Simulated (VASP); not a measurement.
# WC (Fm-3m) in VASP: settings compared, part 2 of 2

VASP 6.6.1.

### Step 3. Single point, HSE06

The input, POSCAR:

```
WC
1.0
    0.0000000000      2.2215384142      2.2215384142
    2.2215384142      0.0000000000      2.2215384142
    2.2215384142      2.2215384142      0.0000000000
W C
1 1
Direct
    0.0000000000      0.0000000000      0.0000000000
    0.5000000000      0.5000000000      0.5000000000
```

The input, INCAR.step1:

```
PREC = Accurate ; ENCUT = 520
EDIFF = 1E-5 ; ISMEAR = -1
SIGMA = 0.05 ; LREAL = F
LASPH = T ; NELM = 60
ALGO = Normal ; ISIF = 2
LWAVE = T ; GGA = PE
NBANDS = 16
```

The input, INCAR.step2:

```
PREC = Accurate ; ENCUT = 520
EDIFF = 1E-6 ; ISMEAR = -1
SIGMA = 0.05 ; LREAL = F
LASPH = T ; NELM = 60
ALGO = Normal ; ISIF = 2
LWAVE = F ; LCHARG = T
GGA = PE ; LHFCALC = T
HFSCREEN = 0.2079 ; PRECFOCK = Normal
LELF = T ; LVHAR = T
ISTART = 1 ; NBANDS = 16
```

The input, KPOINTS:

```
regular mesh
0
Gamma
  6 6 6
```

Potentials or basis: VASP PAW PBE potentials, release 64 (W_sv, C).

Started as:

```
cat potpaw_PBE.64/W_sv/POTCAR potpaw_PBE.64/C/POTCAR > POTCAR
cp INCAR.step1 INCAR
mpirun -np 1 vasp_std > vasp.out
cp INCAR.step2 INCAR
mpirun -np 1 vasp_std > vasp.out
```

OUTCAR:

```text
PREC = Accurate
   ENCUT = 520
   EDIFF = 1E-6
   ISMEAR = -1
   LREAL = F
   LASPH = T
   NELM = 60
   ISIF = 2
   GGA = PE
   LHFCALC = T
   HFSCREEN = 0.2079
   PRECFOCK = Normal
   ISTART = 1

 ion  position               nearest neighbor table
   1  0.000  0.000  0.000-   2 2.22   2 2.22   2 2.22   2 2.22   2 2.22   2 2.22
   2  0.500  0.500  0.500-   1 2.22   1 2.22   1 2.22   1 2.22   1 2.22   1 2.22

[... 490 lines left out ...]
     16      26.7770      0.00000

------------------------ aborting loop because EDIFF is reached ----------------------------------------

  FORCE on cell =-STRESS in cart. coord.  units (eV):
  Direction    XX          YY          ZZ          XY          YZ          ZX
  --------------------------------------------------------------------------------------
  -------------------------------------------------------------------------------------
  Total       -3.1145048     -3.1145048     -3.1145048     -0.0000000     -0.0000000     -0.0000000
  in kB     -227.5663823   -227.5663823   -227.5663823     -0.0000000     -0.0000000     -0.0000000
  external PRESSURE =    -227.5663823 kB  Pullay stress =       0.0000000 kB

 VOLUME and BASIS-vectors are now :
 -----------------------------------------------------------------------------
  energy-cutoff  :      520.00
  volume of cell :       21.93
      direct lattice vectors                 reciprocal lattice vectors
     0.000000000  2.221538414  2.221538414    -0.225069257  0.225069257  0.225069257
     2.221538414  0.000000000  2.221538414     0.225069257 -0.225069257  0.225069257
     2.221538414  2.221538414  0.000000000     0.225069257  0.225069257 -0.225069257

 POSITION                                       TOTAL-FORCE (eV/Angst)
 -----------------------------------------------------------------------------------
      0.00000      0.00000      0.00000        -0.000000      0.000000     -0.000000
      2.22154      2.22154      2.22154         0.000000     -0.000000      0.000000
 -----------------------------------------------------------------------------------
    total drift:                               -0.000003     -0.000004     -0.000004

  FREE ENERGIE OF THE ION-ELECTRON SYSTEM (eV)
  ---------------------------------------------------
  free  energy   TOTEN  =       -24.7049889141 eV

  energy  without entropy=      -24.6969392536  energy(sigma->0) =      -24.70096408
```

OUTCAR.step1:

```text
PREC = Accurate
   ENCUT = 520
   EDIFF = 1E-5
   ISMEAR = -1
   LREAL = F
[... 514 lines left out ...]
      0.00000      0.00000      0.00000        -0.000000     -0.000000      0.000000
      2.22154      2.22154      2.22154         0.000000      0.000000      0.000000
 -----------------------------------------------------------------------------------
    total drift:                                0.000000     -0.000000     -0.000000

  FREE ENERGIE OF THE ION-ELECTRON SYSTEM (eV)
  ---------------------------------------------------
  free  energy   TOTEN  =       -21.4698226616 eV

  energy  without entropy=      -21.4599642327  energy(sigma->0) =      -21.46489345
```

It took 58 min on 1 thread of Intel Xeon 8259CL, shared host; peak memory 0.26 GiB.

What came out:

| Quantity | Value |
| --- | --- |
| Free energy | -24.7050 eV |
| Pressure | -22.8 GPa |
| Band gap on the k mesh | zero (bands 9 and 10 overlap by 3.16 eV) |

Caveat: the k points lie up to 0.41 Å⁻¹ apart, too coarse for converged energies and pressures of a metal; the PAW data sets were made with another functional, which shifts forces and pressure a little; spin-orbit coupling is left out, which moves the levels of the heavy elements.

### Step 4. Single point, PBE0

POSCAR is that of step 3.

The input, INCAR.step1:

```
SYSTEM = WC
  ALGO = Normal
  EDIFF = 1E-5
  ENCUT = 520
  GGA = PE
  ISIF = 2
  ISMEAR = -1
  LASPH = .True.
  LCHARG = .False.
  LREAL = .False.
  LWAVE = .True.
  NBANDS = 16
  NELM = 100
  PREC = Accurate
  SIGMA = 0.05
```

The input, INCAR.step2:

```
SYSTEM = WC
  AEXX = 0.25
  ALGO = Normal
  EDIFF = 1E-7
  ENCUT = 520
  GGA = PE
  ISIF = 2
  ISMEAR = -1
  ISTART = 1
  LASPH = .True.
  LCHARG = .False.
  LHFCALC = .True.
  LREAL = .False.
  LWAVE = .False.
  NBANDS = 16
  NELM = 100
  PREC = Accurate
  PRECFOCK = Normal
  SIGMA = 0.05
```

The input, KPOINTS:

```
k-points
0
Gamma
  6 6 6
  0 0 0
```

Started as:

```
cat potpaw_PBE.64/W_sv/POTCAR potpaw_PBE.64/C/POTCAR > POTCAR
cp INCAR.step1 INCAR
mpirun -np 1 vasp_std > vasp.out
cp INCAR.step2 INCAR
mpirun -np 1 vasp_std > vasp.out
```

It took 54 min on 1 thread of Intel Xeon 8259CL, shared host; peak memory 0.16 GiB.

Results (log left out):

```
Free energy            : -26.3852 eV
Pressure               : -23.0 GPa
Band gap on the k mesh : zero (bands 9 and 10 overlap by 3.80 eV)
```

Levels at points of the mesh, in eV from the Fermi level:
| k point | band 5 | band 6 | band 7 | band 8 | band 9 | band 10 | band 11 | band 12 | band 13 | band 14 |
| --- | --- | --- | --- | --- | --- | --- | --- | --- | --- | --- |
| (0.00, 0.00, 0.00) | -17.72 | -3.26 | -3.26 | -3.26 | -1.36 | -1.36 | -1.36 | -1.07 | -1.07 | 7.43 |
| (0.50, 0.00, 0.00) | -13.00 | -11.01 | -7.49 | -7.49 | 1.67 | 1.67 | 3.27 | 5.79 | 10.03 | 10.03 |
| (0.50, 0.50, 0.00) | -15.35 | -6.67 | -6.50 | -3.19 | -3.19 | 1.63 | 3.16 | 3.16 | 6.36 | 8.19 |

Caveat: the k points lie up to 0.41 Å⁻¹ apart, too coarse for converged energies and pressures of a metal; the PAW data sets were made with another functional, which shifts forces and pressure a little; spin-orbit coupling is left out, which moves the levels of the heavy elements.

### Step 5. Single point, r2SCAN

This run uses another cell than the first one, of 10.75 Å³/atom.

The input, POSCAR:

```
WC
1.0
    0.0000000000      2.2072055093      2.2072055093
    2.2072055093      0.0000000000      2.2072055093
    2.2072055093      2.2072055093      0.0000000000
W C
1 1
Direct
    0.0000000000      0.0000000000      0.0000000000
    0.5000000000      0.5000000000      0.5000000000
```

The input, INCAR.step1:

```
ALGO     = Normal         # electronic algorithm
EDIFF    = 1E-5           # SCF threshold, eV
ENCUT    = 910            # plane-wave cutoff, eV
GGA      = PE             # functional
GGA_COMPAT= F            
ISMEAR   = -1             # smearing method
LASPH    = T              # aspherical terms in the spheres
LCHARG   = F              # write CHGCAR
LREAL    = F              # projectors in reciprocal space
LWAVE    = T              # write WAVECAR
NBANDS   = 16             # bands
NELM     = 120            # most SCF steps
PREC     = Accurate       # precision mode
SIGMA    = 0.05           # smearing width, eV
```

The input, INCAR.step2:

```
ALGO     = Normal         # electronic algorithm
EDIFF    = 1E-6           # SCF threshold, eV
ENCUT    = 910            # plane-wave cutoff, eV
GGA_COMPAT= F            
ISIF     = 2              # what is computed and relaxed
ISMEAR   = -1             # smearing method
ISTART   = 1            
LASPH    = T              # aspherical terms in the spheres
LCHARG   = F              # write CHGCAR
LMIXTAU  = T            
LREAL    = F              # projectors in reciprocal space
LWAVE    = F              # write WAVECAR
METAGGA  = R2SCAN         # meta-GGA
NBANDS   = 16             # bands
NELM     = 120            # most SCF steps
PREC     = Accurate       # precision mode
SIGMA    = 0.05           # smearing width, eV
```

The input, KPOINTS:

```
k-points
0
Gamma
  10 10 10
```

Potentials or basis: VASP PAW PBE potentials, release 64 (W_sv, C_h).

Started as:

```
cat potpaw_PBE.64/W_sv/POTCAR potpaw_PBE.64/C_h/POTCAR > POTCAR
cp INCAR.step1 INCAR
mpirun -np 1 vasp_std > vasp.out
cp INCAR.step2 INCAR
mpirun -np 1 vasp_std > vasp.out
```

Wall time 57 s (1 thread of Intel Xeon Platinum 8559C (Emerald Rapids), shared host); peak memory 0.21 GiB.

It converged, with:

```yaml
Free_energy: -60.6322 eV
Pressure: -10.8 GPa
Band_gap_on_the_k_mesh: zero (bands 9 and 10 overlap by 3.22 eV)
```

Levels at points of the mesh, in eV from the Fermi level:
```tsv
k point	band 6	band 7	band 8	band 9	band 10	band 11	band 12	band 13
(0.00, 0.00, 0.00)	-2.82	-2.82	-2.82	-1.18	-1.18	-1.18	-1.06	-1.06
(0.50, 0.00, 0.00)	-10.07	-6.85	-6.85	1.00	1.00	2.36	5.28	8.90
(0.50, 0.50, 0.00)	-5.91	-5.78	-2.73	-2.73	0.76	2.21	2.21	5.45
```

Caveat: the cutoff is under 1.25 times the usual one of these potentials, so pressure, stress and relaxed cells hold a basis-set (Pulay) error; the cell stands under tension; the PAW data sets were made with another functional, which shifts forces and pressure a little; spin-orbit coupling is left out, which moves the levels of the heavy elements.

### Step 6. Summary

| level | potentials or basis | cell | k mesh | cutoff (eV) | grid for exact exchange (PRECFOCK) | share of exact exchange | screening parameter | gap on the mesh (eV) | pressure (GPa) |
| --- | --- | --- | --- | --- | --- | --- | --- | --- | --- |
| r2SCAN | VASP PAW PBE potentials, release 64 (W_sv, C_h) | a = 3.142 Å, angles 60.0°, 2 atoms | 10 × 10 × 10 | 910 | - | - | - | none | -17.1 |
| HSE06 | VASP PAW PBE potentials, release 64 (W_sv, C) | a = 3.142 Å, angles 60.0°, 2 atoms | 6 × 6 × 6 | 520 | Normal | 0.25 | 0.2079 1/Å | none | -22.8 |
| PBE0 | VASP PAW PBE potentials, release 64 (W_sv, C) | a = 3.142 Å, angles 60.0°, 2 atoms | 6 × 6 × 6 | 520 | Normal | 0.25 | - | none | -23.0 |
| r2SCAN | VASP PAW PBE potentials, release 64 (W_sv, C_h) | a = 3.121 Å, angles 60.0°, 2 atoms | 10 × 10 × 10 | 910 | - | - | - | none | -10.8 |

Alike in all rows: task single point; no spin polarisation; smearing fermi-dirac 0.05 eV.

Caveats: some runs use coarse meshes; the PAW data sets were made with another functional, which shifts forces and pressure a little; spin-orbit coupling is left out, which moves the levels of the heavy elements; the cutoff is under 1.25 times the usual one of these potentials, so pressure, stress and relaxed cells hold a basis-set (Pulay) error (at least some runs); the cell stands under tension (at least some runs).

Absolute energies hang on the potentials; compare differences alone.
